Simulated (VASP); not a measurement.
# AlO3 (R-3m) in VASP: notebook

Runs on AlO3. Level: PBE. Tasks: relaxation of cell and atoms, single point.

Program: VASP 6.6.1. These are calculated values, not measurements. Logs are shortened: lines on timing, memory, paths and dates and some standing lists are left out, and cuts for length are marked.

## Step 1: The cell of the first run

The structure is trigonal, space group R-3m (No. 166). The conventional cell has a = 5.773 Å, b = 5.773 Å, c = 4.705 Å, α = 90.00°, β = 90.00°, γ = 120.00°. Within 2.4 Å of Al (site symmetry -3m) lie 6 O at 1.84 Å. O (site symmetry 2/m) has 2 Al at 1.84 Å and 4 O at 2.29 Å within 2.4 Å.

## Step 2: Relaxation of cell and atoms, PBE

File INCAR:

```
SYSTEM = AlO3
PREC = Accurate
ENCUT = 600
EDIFF = 1E-6
ISMEAR = 0
SIGMA = 0.1
LREAL = .False.
LASPH = .True.
NELM = 100
ALGO = Normal
ISIF = 3
LWAVE = .False.
LCHARG = .False.
GGA = PE
IBRION = 2
NSW = 100
EDIFFG = -0.01
```

File KPOINTS:

```
Automatic mesh
0
Gamma
  15 15 15
  0 0 0
```

File POSCAR:

```
AlO3
1.0
    2.8862545712      1.6663798536      1.5682434445
   -2.8862545712      1.6663798536      1.5682434445
    0.0000000000     -3.3327597073      1.5682434445
Al O
1 3
Direct
    0.0000000000      0.0000000000      0.0000000000
    0.5000000000      0.0000000000      0.0000000000
    0.0000000000      0.5000000000      0.0000000000
    0.0000000000      0.0000000000      0.5000000000
```

Potentials or basis: VASP PAW PBE potentials, release 64 (Al, O).

Launch:

```console
$ cat potpaw_PBE.64/Al/POTCAR potpaw_PBE.64/O/POTCAR > POTCAR
$ mpirun -np 1 vasp_std > vasp.out
```

OUTCAR:

```text
SYSTEM = AlO3
   PREC = Accurate
   ENCUT = 600
   EDIFF = 1E-6
   ISMEAR = 0
   LREAL = .False.
   LASPH = .True.
   NELM = 100
   ISIF = 3
   GGA = PE
   IBRION = 2
   NSW = 100
   EDIFFG = -0.01

 ion  position               nearest neighbor table
   1  0.000  0.000  0.000-   2 1.84   3 1.84   3 1.84   2 1.84   4 1.84   4 1.84
   2  0.500  0.000  0.000-   1 1.84   1 1.84
   3  0.000  0.500  0.000-   1 1.84   1 1.84
   4  0.000  0.000  0.500-   1 1.84   1 1.84

  LATTYP: Found a trigonal (rhomboedric) cell.
 ALAT       =     3.6832967254
 COS(alpha) =    -0.2280777114

  Lattice vectors:

 A1 = (   2.8862545712,   1.6663798536,   1.5682434445)
 A2 = (  -2.8862545712,   1.6663798536,   1.5682434445)
 A3 = (   0.0000000000,  -3.3327597073,   1.5682434445)

Analysis of symmetry for initial positions (statically):
=====================================================================
 Subroutine PRICEL returns:
 Original cell was already a primitive cell.

 Routine SETGRP: Setting up the symmetry group for a
 trigonal (rhombohedral) supercell.

 Subroutine GETGRP returns: Found 12 space group operations
 (whereof 12 operations were pure point group operations)
 out of a pool of 12 trial point group operations.

The static configuration has the point symmetry D_3d.

Analysis of symmetry for dynamics (positions and initial velocities):
=====================================================================
 Subroutine PRICEL returns:
 Original cell was already a primitive cell.

 Routine SETGRP: Setting up the symmetry group for a
 trigonal (rhombohedral) supercell.

 Subroutine GETGRP returns: Found 12 space group operations
 (whereof 12 operations were pure point group operations)
 out of a pool of 12 trial point group operations.

The dynamic configuration has the point symmetry D_3d.

 Subroutine INISYM returns: Found 12 space group operations
 (whereof 12 operations are pure point group operations),
 and found     1 'primitive' translations

----------------------------------------------------------------------------------------

                                     Primitive cell

  volume of cell :      45.2557

  direct lattice vectors                    reciprocal lattice vectors
     2.886254571  1.666379854  1.568243444     0.173234892  0.100017212  0.212552034
    -2.886254571  1.666379854  1.568243444    -0.173234892  0.100017212  0.212552034
     0.000000000 -3.332759707  1.568243444     0.000000000 -0.200034423  0.212552034

  length of vectors
     3.683296725  3.683296725  3.683296725     0.291876922  0.291876922  0.291876922

  position of ions in fractional coordinates (direct lattice)
     0.000000000  0.000000000  0.000000000
     0.500000000  0.000000000  0.000000000
     0.000000000  0.500000000  0.000000000
     0.000000000  0.000000000  0.500000000

  ion indices of the primitive-cell ions
   primitive index   ion index
                 1           1
                 2           2
                 3           3
                 4           4

----------------------------------------------------------------------------------------

 KPOINTS: Automatic mesh

Automatic generation of k-mesh.
 Grid dimensions read from file:
 generate k-points for:   15   15   15

 Generating k-lattice:

  Cartesian coordinates                     Fractional coordinates (reciprocal lattice)
     0.011548993  0.006667814  0.014170136     0.066666667 -0.000000000  0.000000000
    -0.011548993  0.006667814  0.014170136    -0.000000000  0.066666667  0.000000000
     0.000000000 -0.013335628  0.014170136     0.000000000  0.000000000  0.066666667

  Length of vectors
     0.019458461  0.019458461  0.019458461

  Shift w.r.t. Gamma in fractional coordinates (k-lattice)
     0.000000000  0.000000000  0.000000000

 Subroutine IBZKPT returns following result:
 ===========================================

 Found    344 irreducible k-points:

 Following reciprocal coordinates:
            Coordinates               Weight
  0.000000  0.000000  0.000000      1.000000
  0.066667 -0.000000  0.000000      6.000000
  0.133333 -0.000000  0.000000      6.000000
  0.200000  0.000000  0.000000      6.000000
  0.266667 -0.000000  0.000000      6.000000
  0.333333  0.000000  0.000000      6.000000
[... 16 lines left out ...]
  0.133333  0.133333  0.000000      6.000000
  0.200000  0.133333  0.000000     12.000000
 [... further k-points ...]
   k-points           NKPTS =    344   k-points in BZ     NKDIM =    344   number of bands    NBANDS=     14
   number of dos      NEDOS =    301   number of ions     NIONS =      4
   total plane-waves  NPLWV =  27000
   dimension x,y,z NGX =    30 NGY =   30 NGZ =   30
   dimension x,y,z NGXF=    60 NGYF=   60 NGZF=   60
   ions per type =               1   3
   NGX,Y,Z   is equivalent  to a cutoff of  13.54, 13.54, 13.54 a.u.
   NGXF,Y,Z  is equivalent  to a cutoff of  27.08, 27.08, 27.08 a.u.
 SYSTEM =  AlO3
   PREC   = accura    normal or accurate (medium, high low for compatibility)
   ISTART =      0    job   : 0-new  1-cont  2-samecut
   ICHARG =      2    charge: 1-file 2-atom 10-const
   ISPIN  =      1    spin polarized calculation?
   LNONCOLLINEAR =      F non collinear calculations
   LSORBIT =      F    spin-orbit coupling
   LASPH  =      T    aspherical Exc in radial PAW
   ENCUT  =  600.0 eV  44.10 Ry    6.64 a.u.   7.36  7.36  7.36*2*pi/ulx,y,z
   NELM   =    100;   NELMIN=  2; NELMDL= -5     # of ELM steps
   EDIFF  = 0.1E-05   stopping-criterion for ELM
   LREAL  =      F    real-space projection
   EDIFFG = -.1E-01   stopping-criterion for IOM
   NSW    =    100    number of steps for IOM
   IBRION =      2    ionic relax: 0-MD 1-quasi-New 2-CG
   NFREE  =      1    steps in history (QN), initial steepest desc. (CG)
   ISIF   =      3    stress and relaxation
   ISYM   =      2    0-nonsym 1-usesym 2-fastsym
   POTIM  = 0.5000    time-step for ionic-motion
   TEBEG  =    0.0;   TEEND  =   0.0 temperature during run
   PSTRESS=    0.0 pullay stress
   NELECT =      21.0000    total number of electrons
   NUPDOWN=      -1.0000    fix difference up-down
   EMIN   =  10.00;   EMAX   =-10.00  energy-range for DOS
   EFERMI =   0.00;   METHOD = LEGACY
   ISMEAR =     0;   SIGMA  =   0.10  broadening in eV -4-tet -1-fermi 0-gaus
   EFERMI_NEDOS =   21; number of points for ismear=-14 and -15
   IALGO  =     38    algorithm
   IMIX   =      4    mixing-type and parameters
     AMIX     =   0.40;   BMIX     =  1.00
     AMIX_MAG =   1.60;   BMIX_MAG =  1.00
  volume/ion in A,a.u.               =      11.31        76.35
  Fermi-wavevector in a.u.,A,eV,Ry     =   1.267429  2.395093 21.856059  1.606375
  Thomas-Fermi vector in A             =   2.400577
   LORBIT       =      0    0 simple, 1 ext, 2 COOP (PROOUT), +10 PAW based schemes
   GGA     = PE    functional components
   LHFCALC =     F    Hartree Fock is set to
   AEXX    =    0.0000 exact exchange contribution
   IVDW    =     0    specifies the selected vdW correction
   LEPSILON=     F    determine dielectric tensor
   LRPA    =     F    only Hartree local field effects (RPA)
 conjugate gradient relaxation of ions
 non-spin polarized calculation
 Gauss-broadening in eV      SIGMA  =   0.10
  energy-cutoff  :      600.00
  volume of cell :       45.26
 maximum number of plane-waves:      1530
 NGX is ok and might be reduce to    30
   NGX = 15   NGY = 15   NGZ = 15

--------------------------------------- Ionic step        1  -------------------------------------------

 number of electron      20.9999990 magnetization

 Free energy of the ion-electron system (eV)
  ---------------------------------------------------
  ext. energy  EPLUGINS =         0.00000000
  ---------------------------------------------------
  free energy    TOTEN  =       -22.84935116 eV

  energy without entropy =      -22.83976693  energy(sigma->0) =      -22.84455905

------------------------ aborting loop because EDIFF is reached ----------------------------------------

  FORCE on cell =-STRESS in cart. coord.  units (eV):
  Direction    XX          YY          ZZ          XY          YZ          ZX
  --------------------------------------------------------------------------------------
  -------------------------------------------------------------------------------------
  Total       -0.0941037     -0.0941037      0.0753078      0.0000000     -0.0000000     -0.0000000
  in kB       -3.3315299     -3.3315299      2.6661058      0.0000000     -0.0000000     -0.0000000
  external PRESSURE =      -1.3323180 kB  Pullay stress =       0.0000000 kB
[... 137 lines left out ...]
  energy  without entropy=      -22.8400871160  energy(sigma->0) =      -22.84489314

--------------------------------------- Ionic step        5  -------------------------------------------

 number of electron      20.9999992 magnetization

 Free energy of the ion-electron system (eV)
  ---------------------------------------------------
  ext. energy  EPLUGINS =         0.00000000
  ---------------------------------------------------
  free energy    TOTEN  =       -22.84978084 eV

  energy without entropy =      -22.84013685  energy(sigma->0) =      -22.84495885

 E-fermi :   1.4694     XC(G=0):  -9.7455

 val. band max:        1.4689995635   @ k =  -0.2000   0.4667   0.2000
 cond. band min:       1.4708850252   @ k =  -0.2000   0.2000   0.0000
 fundamental gap:      0.0018854617
 Fermi energy:         1.4693988888

 k-point     1 :       0.0000    0.0000    0.0000
  band No.  band energies     occupation
      1     -17.8250      2.00000
      2     -14.7256      2.00000
      3     -14.7256      2.00000
      4      -4.2663      2.00000
      5      -4.2663      2.00000
      6      -2.2367      2.00000
      7      -1.2153      2.00000
      8      -0.1731      2.00000
      9      -0.1731      2.00000
     10       1.9859      0.00000
     11       2.2678      0.00000
     12       2.2678      0.00000
     13       8.0322      0.00000
     14      11.6308      0.00000
[... 375 lines left out ...]
 k-point    24 :       0.2000    0.1333    0.0000
  band No.  band energies     occupation
      1     -17.4328      2.00000
      2     -15.2401      2.00000
      3     -14.8009      2.00000
      4      -4.1039      2.00000
      5      -3.3169      2.00000
      6      -2.5319      2.00000
      7      -0.9250      2.00000
      8      -0.3149      2.00000
      9      -0.0286      2.00000
     10       0.7004      2.00000
     11       1.5904      0.08714
     12       1.8955      0.00000
     13       9.2127      0.00000
     14      12.4251      0.00000

 [... further k-points ...]
[... 5 lines left out ...]
  --------------------------------------------------------------------------------------
  -------------------------------------------------------------------------------------
  Total       -0.0083992     -0.0083992      0.0241058      0.0000000     -0.0000000      0.0000000
  in kB       -0.2970495     -0.2970495      0.8525389      0.0000000     -0.0000000      0.0000000
  external PRESSURE =       0.0861466 kB  Pullay stress =       0.0000000 kB
[... 19 lines left out ...]
  FREE ENERGIE OF THE ION-ELECTRON SYSTEM (eV)
  ---------------------------------------------------
  free  energy   TOTEN  =       -22.8497808419 eV

  energy  without entropy=      -22.8401368532  energy(sigma->0) =      -22.84495885

 reached required accuracy - stopping structural energy minimisation
```

It took 3.8 min on 1 thread of Intel Xeon 6975P-C (Granite Rapids), shared host; peak memory 0.34 GiB.

What came out:

```
Free energy                            : -22.8498 eV
Relaxed volume                         : 11.33 Å³/atom
Relaxed cell                           : a = 3.681 Å, b = 3.681 Å, c = 3.681 Å, α = 103.01°, β = 103.01°, γ = 103.01°
Space group after relaxing (to 0.05 Å) : R-3m (No. 166)
Energy gained by relaxing              : 0.1 meV/atom
Ionic steps                            : 5
Pressure after relaxing                : 0.0 GPa
```

Step by step:
```
step  energy change (eV)  largest force (eV/Å)  pressure (GPa)  volume (Å³)
   1              0.0000                0.0000           -0.13        45.26
   2             -0.0002                0.0000            0.17        45.19
   3             -0.0002                0.0000            0.22        45.18
   4             -0.0003                0.0000            0.12        45.24
   5             -0.0004                0.0000            0.01        45.30
```

Final structure:
```cif
data_structure
_symmetry_space_group_name_H-M 'P 1'
_symmetry_Int_Tables_number 1
_cell_length_a 3.6809
_cell_length_b 3.6809
_cell_length_c 3.6809
_cell_angle_alpha 103.013
_cell_angle_beta 103.013
_cell_angle_gamma 103.013
_cell_volume 45.30
loop_
_atom_site_label
_atom_site_type_symbol
_atom_site_fract_x
_atom_site_fract_y
_atom_site_fract_z
_atom_site_occupancy
Al1 Al 0.00000 0.00000 0.00000 1
O1 O 0.50000 0.00000 0.00000 1
O2 O 0.00000 0.50000 0.00000 1
O3 O 0.00000 0.00000 0.50000 1
```

Caveat: an odd number of electrons without spin polarisation forces a metal; a magnetic or distorted state may lie lower.

## Step 3: Single point, PBE

File INCAR:

```
ALGO = Normal
EDIFF = 1E-7
ENCUT = 520
GGA = PE
ISIF = 2
ISMEAR = 0
LASPH = True
LCHARG = True
LELF = True
LREAL = False
LVHAR = True
LWAVE = False
NBANDS = 18
NELM = 100
PREC = Accurate
SIGMA = 0.1
```

File KPOINTS:

```
k-points
0
Gamma
  6 6 6
```

POSCAR is that of step 2.

Potentials or basis: VASP PAW PBE potentials, release 64 (Al, O).

Launch:

```console
$ cat potpaw_PBE.64/Al/POTCAR potpaw_PBE.64/O/POTCAR > POTCAR
$ mpirun -np 1 vasp_std > vasp.out
```

It took 15 s on 1 thread of Intel Xeon Platinum 8488C (Sapphire Rapids), shared host; peak memory 0.16 GiB.

Results (log left out):

| Property | Result |
| --- | --- |
| Free energy | -22.8859 eV |
| Pressure | -0.3 GPa |

Stress tensor (GPa, compression positive):
```
-0.14  0.00  0.00
 0.00 -0.14  0.00
 0.00  0.00 -0.54
```

Levels at points of the mesh, in eV from the Fermi level:
| k point | band 7 | band 8 | band 9 | band 10 | band 11 | band 12 | band 13 | band 14 |
| --- | --- | --- | --- | --- | --- | --- | --- | --- |
| (0.00, 0.00, 0.00) | -2.71 | -1.65 | -1.65 | 0.52 | 0.83 | 0.83 | 6.52 | 10.16 |
| (0.50, 0.00, 0.00) | -2.42 | -1.95 | -1.66 | -1.58 | -0.89 | 0.67 | 9.91 | 10.11 |
| (0.50, 0.50, 0.00) | -2.25 | -1.91 | -1.76 | -1.70 | -1.17 | 0.92 | 10.48 | 11.52 |
| (0.50, 0.50, 0.50) | -2.46 | -2.14 | -2.14 | 0.89 | 0.89 | 0.93 | 8.56 | 12.93 |

Caveat: an odd number of electrons without spin polarisation forces a metal; a magnetic or distorted state may lie lower.
